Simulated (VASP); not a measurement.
# Ti8HO16 (a cell with a defect) in VASP: further runs

Ti8HO16 (a cell with a defect) is run at these levels: PBE; tasks: single point.

Program: VASP 6.6.1. These are calculated values, not measurements. Logs are shortened: lines on timing, memory, paths and dates and some standing lists are left out, and cuts for length are marked.

**1. The cell of the first run**

The cell holds a defect, 25 atoms: a = 6.567 Å, b = 6.567 Å, c = 7.530 Å, α = 115.85°, β = 115.85°, γ = 90.00°.

**2. Single point, PBE**

INCAR reads:

```
SYSTEM = Ti8HO16
PREC     = Accurate       ! precision mode
ENCUT    = 520            ! plane-wave cutoff, eV
EDIFF    = 1E-6           ! SCF threshold, eV
ISMEAR   = 0              ! smearing method
SIGMA    = 0.02           ! smearing width, eV
LREAL    = Auto         
LASPH    = .True.         ! aspherical terms in the spheres
NELM     = 60             ! most SCF steps
ALGO     = Normal         ! electronic algorithm
ISIF     = 2              ! what is computed and relaxed
LWAVE    = .False.        ! write WAVECAR
LCHARG   = .False.        ! write CHGCAR
GGA      = PE             ! functional
NBANDS   = 114            ! bands
NELECT   = 192.0
```

KPOINTS reads:

```
Automatic mesh
0
Gamma
  3 3 3
  0 0 0
```

POSCAR reads:

```
Ti8HO16
1.0
    4.6433175447     -4.6433175447      0.0000000000
   -4.6433175447     -4.6433175447      0.0000000000
    0.0000000000      4.6433175447     -5.9277360028
Ti O H
8 16 1
Direct
    0.5204386310      0.0014590487     -0.0015763185
    0.2734217279      0.7531386498      0.5016583057
   -0.0088539981      0.4971958202      0.0138730875
    0.7256193478      0.2331242777      0.4862191904
    0.1260213718      0.1179458957      0.2498916955
    0.9032193921      0.8948617901      0.7500936273
    0.6279301506      0.6177792187      0.2497634846
    0.3482421433      0.3688321630      0.7499964570
    0.6346669517      0.9300021267      0.2482684788
    0.4132715502      0.6744380520      0.7501464299
    0.1364173967      0.4317568790      0.2515818854
    0.8874685927      0.1881375716      0.7499978066
    0.0511237468      0.2648974098      0.5018507907
    0.8089707755      1.0205348114      1.0029002636
    0.5560151706      0.7677693723      0.4972810865
    0.2987958809      0.5129345846      0.9979774736
    0.1965050177      0.9866254358     -0.0007827609
    0.9470132008      0.7372849213      0.5006670335
    0.6932538808      0.4852237406      0.0028823821
    0.4405421904      0.2323628035      0.4972308144
    0.6136816376      0.3200930585      0.2509684978
    0.3626148712      0.0668117118      0.7500421743
    0.1126617735      0.8191753747      0.2489805550
    0.8164221997      0.5858228514      0.7501184260
    0.6632749820      0.6135368373      0.7502471429
```

Potentials or basis: VASP PAW PBE potentials, release 64 (Ti_sv, O, H).

Launch:

```
> cat potpaw_PBE.64/Ti_sv/POTCAR potpaw_PBE.64/O/POTCAR potpaw_PBE.64/H/POTCAR > POTCAR
> mpirun -np 1 vasp_std > vasp.out
```

OUTCAR:

```text
SYSTEM = Ti8HO16
   PREC = Accurate
   ENCUT = 520
   EDIFF = 1E-6
   ISMEAR = 0
   LREAL = Auto
   LASPH = .True.
   NELM = 60
   ISIF = 2
   GGA = PE
   NELECT = 192.0

 ion  position               nearest neighbor table
   1  0.520  0.001  0.998-  14 1.88  22 1.94   9 1.97  21 1.97  10 1.99  17 2.13   4 2.90
   2  0.273  0.753  0.502-  15 1.87  22 1.94  11 1.97  23 1.97  10 1.99  18 2.14   3 2.90
   3  0.991  0.497  0.014-  11 1.87  19 1.92  23 1.94  12 1.96  16 2.08  24 2.15   2 2.90
   4  0.726  0.233  0.486-   9 1.87  20 1.91  21 1.94  12 1.96  13 2.09  24 2.15   1 2.90
   5  0.126  0.118  0.250-  20 1.93  14 1.95  23 1.96  17 1.97  13 2.00  11 2.06
   6  0.903  0.895  0.750-  17 1.86  18 1.86  12 1.93  14 2.08  15 2.09  24 2.11
   7  0.628  0.618  0.250-  19 1.92  18 1.96  15 1.96  21 1.96  16 2.01   9 2.06
   8  0.348  0.369  0.750-  13 1.86  16 1.86  22 1.99  10 2.05  19 2.08  20 2.08
   9  0.635  0.930  0.248-   4 1.87   1 1.97   7 2.06
  10  0.413  0.674  0.750-   1 1.99   2 1.99   8 2.05
  11  0.136  0.432  0.252-   3 1.87   2 1.97   5 2.06
  12  0.887  0.188  0.750-   6 1.93   4 1.96   3 1.96
  13  0.051  0.265  0.502-   8 1.86   5 2.00   4 2.09
  14  0.809  0.021  0.003-   1 1.88   5 1.95   6 2.08
  15  0.556  0.768  0.497-   2 1.87   7 1.96   6 2.09
  16  0.299  0.513  0.998-   8 1.86   7 2.01   3 2.08
  17  0.197  0.987  0.999-   6 1.86   5 1.97   1 2.13
  18  0.947  0.737  0.501-   6 1.86   7 1.96   2 2.14
  19  0.693  0.485  0.003-   7 1.92   3 1.92   8 2.08
  20  0.441  0.232  0.497-   4 1.91   5 1.93   8 2.08
  21  0.614  0.320  0.251-   4 1.94   7 1.96   1 1.97
  22  0.363  0.067  0.750-   1 1.94   2 1.94   8 1.99
  23  0.113  0.819  0.249-   3 1.94   5 1.96   2 1.97
  24  0.816  0.586  0.750-  25 1.02   6 2.11   3 2.15   4 2.15
  25  0.663  0.614  0.750-  24 1.02

  LATTYP: Found a body centered tetragonal cell.
 ALAT       =     6.5666426461
 C/A-ratio  =     1.8054084324

  Lattice vectors:

 A1 = (   4.6433175447,   0.0000000000,   5.9277360028)
 A2 = (  -4.6433175447,   0.0000000000,   5.9277360028)
 A3 = (   0.0000000000,  -4.6433175447,  -5.9277360028)

Analysis of symmetry for initial positions (statically):
=====================================================================
 Subroutine PRICEL returns:
 Original cell was already a primitive cell.

 Routine SETGRP: Setting up the symmetry group for a
 body centered tetragonal supercell.

 Subroutine GETGRP returns: Found  1 space group operations
 (whereof  1 operations were pure point group operations)
 out of a pool of 16 trial point group operations.

The static configuration has the point symmetry C_1 .

Analysis of symmetry for dynamics (positions and initial velocities):
=====================================================================
 Subroutine PRICEL returns:
 Original cell was already a primitive cell.

 Routine SETGRP: Setting up the symmetry group for a
 body centered tetragonal supercell.

 Subroutine GETGRP returns: Found  1 space group operations
 (whereof  1 operations were pure point group operations)
 out of a pool of 16 trial point group operations.

The dynamic configuration has the point symmetry C_1 .

 Subroutine INISYM returns: Found  1 space group operations
 (whereof  1 operations are pure point group operations),
 and found     1 'primitive' translations

----------------------------------------------------------------------------------------

                                     Primitive cell

  volume of cell :     255.6087

  direct lattice vectors                    reciprocal lattice vectors
     4.643317545 -4.643317545  0.000000000     0.107681630 -0.107681630 -0.084349235
    -4.643317545 -4.643317545  0.000000000    -0.107681630 -0.107681630 -0.084349235
     0.000000000  4.643317545 -5.927736003     0.000000000  0.000000000 -0.168698471

  length of vectors
     6.566642646  6.566642646  7.529837444     0.174084635  0.174084635  0.168698471

  position of ions in fractional coordinates (direct lattice)
     0.520438631  0.001459049  0.998423682
     0.273421728  0.753138650  0.501658306
     0.991146002  0.497195820  0.013873088
     0.725619348  0.233124278  0.486219190
     0.126021372  0.117945896  0.249891695
     0.903219392  0.894861790  0.750093627
[... 17 lines left out ...]
     0.816422200  0.585822851  0.750118426
     0.663274982  0.613536837  0.750247143

  ion indices of the primitive-cell ions
   primitive index   ion index
                 1           1
                 2           2
                 3           3
                 4           4
                 5           5
                 6           6
[... 17 lines left out ...]
                24          24
                25          25

----------------------------------------------------------------------------------------

 KPOINTS: Automatic mesh

Automatic generation of k-mesh.
 Grid dimensions read from file:
 generate k-points for:    3    3    3

 Generating k-lattice:

  Cartesian coordinates                     Fractional coordinates (reciprocal lattice)
     0.035893877 -0.035893877 -0.028116412     0.333333333  0.000000000  0.000000000
    -0.035893877 -0.035893877 -0.028116412     0.000000000  0.333333333  0.000000000
     0.000000000  0.000000000 -0.056232824     0.000000000  0.000000000  0.333333333

  Length of vectors
     0.058028212  0.058028212  0.056232824

  Shift w.r.t. Gamma in fractional coordinates (k-lattice)
     0.000000000  0.000000000  0.000000000

 Subroutine IBZKPT returns following result:
 ===========================================

 Found     14 irreducible k-points:

 Following reciprocal coordinates:
            Coordinates               Weight
  0.000000  0.000000  0.000000      1.000000
  0.333333  0.000000  0.000000      2.000000
  0.000000 -0.333333  0.333333      2.000000
 -0.333333  0.000000  0.333333      2.000000
  0.000000  0.333333  0.000000      2.000000
  0.333333  0.333333  0.000000      2.000000
  0.333333 -0.333333  0.333333      2.000000
 -0.333333 -0.333333 -0.333333      2.000000
 -0.333333  0.333333  0.333333      2.000000
 -0.333333  0.333333  0.000000      2.000000
  0.333333  0.333333 -0.333333      2.000000
  0.000000  0.000000  0.333333      2.000000
  0.333333  0.000000  0.333333      2.000000
  0.000000 -0.333333 -0.333333      2.000000
   k-points           NKPTS =     14   k-points in BZ     NKDIM =     14   number of bands    NBANDS=    114
   number of dos      NEDOS =    301   number of ions     NIONS =     25
   total plane-waves  NPLWV = 140000
   dimension x,y,z NGX =    50 NGY =   50 NGZ =   56
   dimension x,y,z NGXF=   100 NGYF=  100 NGZF=  112
   ions per type =               8  16   1
   NGX,Y,Z   is equivalent  to a cutoff of  12.66, 12.66, 12.36 a.u.
   NGXF,Y,Z  is equivalent  to a cutoff of  25.32, 25.32, 24.73 a.u.
 SYSTEM =  Ti8HO16
   PREC   = accura    normal or accurate (medium, high low for compatibility)
   ISTART =      0    job   : 0-new  1-cont  2-samecut
   ICHARG =      2    charge: 1-file 2-atom 10-const
   ISPIN  =      1    spin polarized calculation?
   LNONCOLLINEAR =      F non collinear calculations
   LSORBIT =      F    spin-orbit coupling
   LASPH  =      T    aspherical Exc in radial PAW
   ENCUT  =  520.0 eV  38.22 Ry    6.18 a.u.  12.21 12.21 14.00*2*pi/ulx,y,z
   NELM   =     60;   NELMIN=  2; NELMDL= -5     # of ELM steps
   EDIFF  = 0.1E-05   stopping-criterion for ELM
   LREAL  =      T    real-space projection
   EDIFFG = 0.1E-04   stopping-criterion for IOM
   NSW    =      0    number of steps for IOM
   IBRION =     -1    ionic relax: 0-MD 1-quasi-New 2-CG
   NFREE  =      0    steps in history (QN), initial steepest desc. (CG)
   ISIF   =      2    stress and relaxation
   ISYM   =      2    0-nonsym 1-usesym 2-fastsym
   POTIM  = 0.5000    time-step for ionic-motion
   TEBEG  =    0.0;   TEEND  =   0.0 temperature during run
   PSTRESS=    0.0 pullay stress
   NELECT =     192.0000    total number of electrons
   NUPDOWN=      -1.0000    fix difference up-down
   EMIN   =  10.00;   EMAX   =-10.00  energy-range for DOS
   EFERMI =   0.00;   METHOD = LEGACY
   ISMEAR =     0;   SIGMA  =   0.02  broadening in eV -4-tet -1-fermi 0-gaus
   EFERMI_NEDOS =   21; number of points for ismear=-14 and -15
   IALGO  =     38    algorithm
   IMIX   =      4    mixing-type and parameters
     AMIX     =   0.40;   BMIX     =  1.00
     AMIX_MAG =   1.60;   BMIX_MAG =  1.00
  volume/ion in A,a.u.               =      10.22        69.00
  Fermi-wavevector in a.u.,A,eV,Ry     =   1.488161  2.812217 30.131793  2.214624
  Thomas-Fermi vector in A             =   2.601231
   LORBIT       =      0    0 simple, 1 ext, 2 COOP (PROOUT), +10 PAW based schemes
   GGA     = PE    functional components
   LHFCALC =     F    Hartree Fock is set to
   AEXX    =    0.0000 exact exchange contribution
   IVDW    =     0    specifies the selected vdW correction
   LEPSILON=     F    determine dielectric tensor
   LRPA    =     F    only Hartree local field effects (RPA)
 non-spin polarized calculation
 Gauss-broadening in eV      SIGMA  =   0.02
  energy-cutoff  :      520.00
  volume of cell :      255.61
 maximum number of plane-waves:      6906
 NGX is ok and might be reduce to    50
   NGX = 25   NGY = 25   NGZ = 27

 number of electron     191.9999998 magnetization

 Free energy of the ion-electron system (eV)
  ---------------------------------------------------
  ext. energy  EPLUGINS =         0.00000000
  ---------------------------------------------------
  free energy    TOTEN  =      -224.42648509 eV

  energy without entropy =     -224.42648509  energy(sigma->0) =     -224.42648509

 E-fermi :   4.5804     XC(G=0): -11.2816

 val. band max:        4.4348565257   @ k =   0.0000   0.0000   0.0000
 cond. band min:       6.5774394243   @ k =   0.0000   0.0000   0.0000
 fundamental gap:      2.1425828985
 Fermi energy:         4.5804063046

 k-point     1 :       0.0000    0.0000    0.0000
  band No.  band energies     occupation
      1     -52.3028      2.00000
      2     -52.2970      2.00000
      3     -52.2704      2.00000
      4     -52.2591      2.00000
      5     -52.2404      2.00000
      6     -52.2200      2.00000
[... 100 lines left out ...]
    107       7.5607      0.00000
    108       7.6152      0.00000

 k-point     2 :       0.3333    0.0000    0.0000
  band No.  band energies     occupation
      1     -52.3022      2.00000
      2     -52.2971      2.00000
      3     -52.2695      2.00000
      4     -52.2618      2.00000
      5     -52.2386      2.00000
      6     -52.2206      2.00000
[... 1324 lines left out ...]
 k-point    14 :       0.0000   -0.3333   -0.3333
  band No.  band energies     occupation
      1     -52.3021      2.00000
      2     -52.2970      2.00000
      3     -52.2713      2.00000
      4     -52.2588      2.00000
      5     -52.2406      2.00000
      6     -52.2199      2.00000
[... 100 lines left out ...]
    107       7.5759      0.00000
    108       7.6235      0.00000
 [bands above 108 left out]

------------------------ aborting loop because EDIFF is reached ----------------------------------------

  FORCE on cell =-STRESS in cart. coord.  units (eV):
  Direction    XX          YY          ZZ          XY          YZ          ZX
  --------------------------------------------------------------------------------------
  -------------------------------------------------------------------------------------
  Total      -11.1216218     -4.3215326     -3.2630067      1.1118927      0.0034567      0.0013369
  in kB      -69.7112844    -27.0877388    -20.4528076      6.9694396      0.0216666      0.0083800
  external PRESSURE =     -39.0839436 kB  Pullay stress =       0.0000000 kB

 VOLUME and BASIS-vectors are now :
 -----------------------------------------------------------------------------
  energy-cutoff  :      520.00
  volume of cell :      255.61
      direct lattice vectors                 reciprocal lattice vectors
     4.643317545 -4.643317545  0.000000000     0.107681630 -0.107681630 -0.084349235
    -4.643317545 -4.643317545  0.000000000    -0.107681630 -0.107681630 -0.084349235
     0.000000000  4.643317545 -5.927736003     0.000000000  0.000000000 -0.168698471

 POSITION                                       TOTAL-FORCE (eV/Angst)
 -----------------------------------------------------------------------------------
      2.40979      2.21266     -5.91839         0.016548      0.047889      0.062808
     -2.22748     -2.43729     -2.97370         0.004946      0.061873     -0.078480
      2.29357     -6.84643     -0.08224         0.059811     -0.006012     -0.026425
      2.28681     -2.19408     -2.88218         0.058867     -0.014345      0.036368
      0.03750      0.02751     -1.48129         0.047970      0.068801     -0.022282
      0.03881     -4.86614     -4.44636        -0.079017     -0.030828      0.008359
[... 17 lines left out ...]
      1.07075     -3.02803     -4.44650         0.013952     -0.055702      0.002109
      0.23095     -2.44501     -4.44727         0.428502     -0.228573     -0.003184
 -----------------------------------------------------------------------------------
    total drift:                                0.023588     -0.004119      0.012890

  FREE ENERGIE OF THE ION-ELECTRON SYSTEM (eV)
  ---------------------------------------------------
  free  energy   TOTEN  =      -224.4264850871 eV

  energy  without entropy=     -224.4264850871  energy(sigma->0) =     -224.42648509
```

It took 34 min on 1 thread of Intel Xeon 8259CL, shared host; peak memory 0.52 GiB.

Results:

```yaml
Free_energy: -224.4265 eV
Largest_force: 0.486 eV/Å
```

Forces in eV/Å, atoms in the order of the input:
```
Ti   0.017  0.048  0.063
Ti   0.005  0.062 -0.078
Ti   0.060 -0.006 -0.026
Ti   0.059 -0.014  0.036
Ti   0.048  0.069 -0.022
Ti  -0.079 -0.031  0.008
Ti   0.051  0.066 -0.002
Ti  -0.043 -0.076  0.006
O    0.017  0.068  0.031
O   -0.296  0.162  0.001
O    0.018  0.069 -0.037
O   -0.016  0.000  0.006
O   -0.042  0.059  0.049
O   -0.007  0.024  0.040
O    0.013  0.005 -0.030
O   -0.034  0.047 -0.048
O   -0.006 -0.035 -0.044
O   -0.003 -0.041  0.039
O   -0.028 -0.051  0.043
O   -0.045 -0.037 -0.032
O   -0.033 -0.027  0.016
O   -0.066 -0.045  0.001
O   -0.034 -0.031 -0.017
O    0.014 -0.056  0.002
H    0.429 -0.229 -0.003
```

Caveat: the cell carries a net charge on a neutralising background, which shifts energy and pressure; the cell is charged against a uniform background, so pressure and absolute levels hang on convention.

[end of part 1 of 2]
